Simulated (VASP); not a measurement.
# FeCo (Pm-3m) in VASP: single point with PBE

Aim: the single point of FeCo with PBE.

Everything below comes from runs of VASP 6.6.1. Logs are shortened: lines on timing, memory, paths and dates and some standing lists are left out, and cuts for length are marked.

**1. The cell of the first run**

Symmetry: Pm-3m, No. 221, cubic system. The conventional cell has a = 2.845 Å, b = 2.845 Å, c = 2.845 Å, α = 90.00°, β = 90.00°, γ = 90.00°. Within 3.3 Å of Fe (site symmetry m-3m) lie 8 Co at 2.46 Å and 6 Fe at 2.84 Å. Co (site symmetry m-3m) has 8 Fe at 2.46 Å and 6 Co at 2.84 Å within 3.3 Å.

**2. Single point, PBE, collinear spin, ferromagnetic start**

File POSCAR:

```
FeCo
1.0
    2.8448778424      0.0000000000      0.0000000000
    0.0000000000      2.8448778424      0.0000000000
    0.0000000000      0.0000000000      2.8448778424
Fe Co
1 1
Direct
    0.5000000000      0.5000000000      0.5000000000
    0.0000000000      0.0000000000      0.0000000000
```

File INCAR.step1:

```
PREC     = Accurate       # precision mode
ENCUT    = 520            # plane-wave cutoff, eV
EDIFF    = 1E-6           # SCF threshold, eV
ISMEAR   = 0              # smearing method
SIGMA    = 0.1            # smearing width, eV
LREAL    = False          # projectors in reciprocal space
LASPH    = True           # aspherical terms in the spheres
NELM     = 200            # most SCF steps
ALGO     = Normal         # electronic algorithm
ISIF     = 2              # what is computed and relaxed
LWAVE    = False          # write WAVECAR
LCHARG   = True           # write CHGCAR
ISPIN    = 2              # spin polarisation
MAGMOM   = 3.09 2.02      # initial moments
LMAXMIX  = 4              # l up to which the mixer works
GGA      = PE             # functional
NBANDS   = 20             # bands
GGA_COMPAT= False        
NEDOS    = 2001           # points of the DOS
LORBIT   = 11             # projections on sites
```

File KPOINTS.step1:

```
regular mesh
0
Gamma
  14 14 14
```

File INCAR.step2:

```
PREC     = Accurate       # precision mode
ENCUT    = 520            # plane-wave cutoff, eV
EDIFF    = 1E-6           # SCF threshold, eV
ISMEAR   = -5             # smearing method
SIGMA    = 0.1            # smearing width, eV
LREAL    = False          # projectors in reciprocal space
LASPH    = True           # aspherical terms in the spheres
NELM     = 200            # most SCF steps
ALGO     = Normal         # electronic algorithm
ISIF     = 2              # what is computed and relaxed
LWAVE    = False          # write WAVECAR
LCHARG   = False          # write CHGCAR
ISPIN    = 2              # spin polarisation
MAGMOM   = 3.09 2.02      # initial moments
LORBIT   = 11             # projections on sites
LMAXMIX  = 4              # l up to which the mixer works
GGA      = PE             # functional
NEDOS    = 2001           # points of the DOS
ICHARG   = 11             # starting density
GGA_COMPAT= False
```

File KPOINTS.step2:

```
regular mesh
0
Gamma
  21 21 21
```

Potentials or basis: VASP PAW PBE potentials, release 64 (Fe, Co).

On the command line:

```console
> cat potpaw_PBE.64/Fe/POTCAR potpaw_PBE.64/Co/POTCAR > POTCAR
> cp INCAR.step1 INCAR
> cp KPOINTS.step1 KPOINTS
> mpirun -np 1 vasp_std > vasp.out
> cp INCAR.step2 INCAR
> cp KPOINTS.step2 KPOINTS
> mpirun -np 1 vasp_std > vasp.out
```

OUTCAR:

```text
PREC = Accurate
   ENCUT = 520
   EDIFF = 1E-6
   ISMEAR = -5
   LREAL = False
   LASPH = True
   NELM = 200
   ISIF = 2
   ISPIN = 2
   LORBIT = 11
   GGA = PE
   ICHARG = 11

 ion  position               nearest neighbor table
   1  0.500  0.500  0.500-   2 2.46   2 2.46   2 2.46   2 2.46   2 2.46   2 2.46   2 2.46   2 2.46

   2  0.000  0.000  0.000-   1 2.46   1 2.46   1 2.46   1 2.46   1 2.46   1 2.46   1 2.46   1 2.46

  LATTYP: Found a simple cubic cell.
 ALAT       =     2.8448778424

  Lattice vectors:

 A1 = (   2.8448778424,   0.0000000000,   0.0000000000)
 A2 = (   0.0000000000,   2.8448778424,   0.0000000000)
 A3 = (   0.0000000000,   0.0000000000,   2.8448778424)

Analysis of symmetry for initial positions (statically):
=====================================================================
 Subroutine PRICEL returns:
 Original cell was already a primitive cell.

 Routine SETGRP: Setting up the symmetry group for a
 simple cubic supercell.

 Subroutine GETGRP returns: Found 48 space group operations
 (whereof 48 operations were pure point group operations)
 out of a pool of 48 trial point group operations.

The static configuration has the point symmetry O_h .

Analysis of symmetry for dynamics (positions and initial velocities):
=====================================================================
 Subroutine PRICEL returns:
 Original cell was already a primitive cell.

 Routine SETGRP: Setting up the symmetry group for a
 simple cubic supercell.

 Subroutine GETGRP returns: Found 48 space group operations
 (whereof 48 operations were pure point group operations)
 out of a pool of 48 trial point group operations.

The dynamic configuration has the point symmetry O_h .

Analysis of structural, dynamic, and magnetic symmetry:
=====================================================================
 Subroutine PRICEL returns:
 Original cell was already a primitive cell.

 Routine SETGRP: Setting up the symmetry group for a
 simple cubic supercell.

 Subroutine GETGRP returns: Found 48 space group operations
 (whereof 48 operations were pure point group operations)
 out of a pool of 48 trial point group operations.

The overall configuration has the point symmetry O_h .

 Subroutine INISYM returns: Found 48 space group operations
 (whereof 48 operations are pure point group operations),
 and found     1 'primitive' translations

----------------------------------------------------------------------------------------

                                     Primitive cell

[... 141 lines left out ...]

 val. band max:        8.1440240671   @ k =   0.4762   0.1905   0.1905
 cond. band min:       8.0447153971   @ k =   0.4762   0.4762   0.0000
 fundamental gap:     -0.0993086699
 Fermi energy:         8.1260589583

 spin component 1

 k-point     1 :       0.0000    0.0000    0.0000
  band No.  band energies     occupation
      1      -0.9295      1.00000
      2       2.6870      1.00000
      3       2.6870      1.00000
      4       4.9798      1.00000
      5       4.9798      1.00000
      6       4.9798      1.00000
      7       6.0685      1.00000
      8       6.0685      1.00000
      9       7.1709      1.00000
     10       7.1709      1.00000
     11       7.1709      1.00000
     12      17.1784      0.00000
     13      17.1784      0.00000
     14      17.1784      0.00000
[... 403 lines left out ...]
      4       4.8267      1.00000
      5       4.9519      1.00000
      6       5.3629      1.00000
      7       5.8299      1.00000
      8       6.1474      1.00000
      9       6.3950      1.00000
     10       6.5573      1.00000
     11       7.1396      1.00000
     12      13.7305      0.00000
     13      17.0858      0.00000
     14      18.7243      0.00000
     15      23.5854      0.00000

 [... further k-points ...]

 spin component 2

 k-point     1 :       0.0000    0.0000    0.0000
  band No.  band energies     occupation
      1      -0.7757      1.00000
      2       4.5832      1.00000
      3       4.5832      1.00000
      4       6.9100      1.00000
      5       6.9100      1.00000
      6       6.9100      1.00000
      7       8.8855      0.00000
      8       8.8856      0.00000
      9       9.5867      0.00000
     10       9.5867      0.00000
     11       9.5868      0.00000
     12      17.4360      0.00000
     13      17.4360      0.00000
     14      17.4360      0.00000
[... 403 lines left out ...]
      4       6.7251      1.00000
      5       6.8380      1.00000
      6       7.2541      1.00000
      7       8.5550      0.00000
      8       8.6961      0.00000
      9       8.8018      0.00000
     10       8.9760      0.00000
     11       9.5400      0.00000
     12      14.5241      0.00000
     13      17.6951      0.00000
     14      19.1545      0.00000
     15      24.4168      0.00000

 [... further k-points ...]

------------------------ aborting loop because EDIFF is reached ----------------------------------------

  FORCE on cell =-STRESS in cart. coord.  units (eV):
  Direction    XX          YY          ZZ          XY          YZ          ZX
  --------------------------------------------------------------------------------------
  -------------------------------------------------------------------------------------
  Total        0.1050899      0.1050899      0.1050899      0.0000000     -0.0000000      0.0000000
  in kB        7.3127529      7.3127529      7.3127529      0.0000000     -0.0000000      0.0000000
  external PRESSURE =       7.3127529 kB  Pullay stress =       0.0000000 kB

 VOLUME and BASIS-vectors are now :
 -----------------------------------------------------------------------------
  energy-cutoff  :      520.00
  volume of cell :       23.02
      direct lattice vectors                 reciprocal lattice vectors
     2.844877842  0.000000000  0.000000000     0.351508942  0.000000000  0.000000000
     0.000000000  2.844877842  0.000000000     0.000000000  0.351508942  0.000000000
     0.000000000  0.000000000  2.844877842     0.000000000  0.000000000  0.351508942

 POSITION                                       TOTAL-FORCE (eV/Angst)
 -----------------------------------------------------------------------------------
      1.42244      1.42244      1.42244         0.000000      0.000000      0.000000
      0.00000      0.00000      0.00000         0.000000      0.000000      0.000000
 -----------------------------------------------------------------------------------
    total drift:                                0.000000      0.000000      0.000000

  FREE ENERGIE OF THE ION-ELECTRON SYSTEM (eV)
  ---------------------------------------------------
  free  energy   TOTEN  =       -15.4028398442 eV

  energy  without entropy=      -15.4028398442  energy(sigma->0) =      -15.40283984

 total charge

# of ion       s       p       d       tot
------------------------------------------
    1        0.472   0.526   6.154   7.152
    2        0.483   0.509   7.243   8.234
--------------------------------------------------
tot          0.955   1.035  13.396  15.386

 magnetization (x)

# of ion       s       p       d       tot
------------------------------------------
    1        0.001  -0.045   2.817   2.773
    2       -0.011  -0.055   1.824   1.758
--------------------------------------------------
tot         -0.010  -0.100   4.642   4.531
```

Wall time 2.2 min (1 thread of AMD EPYC 9R45 (Zen 5), shared host); peak memory 0.26 GiB.

Results:

```yaml
Net_moment: 4.53 μB per cell
Site_moments: Fe +2.77; Co +1.76 μB
Valence_electrons_inside_the_program's_atomic_spheres: Fe 7.15; Co 8.23
```
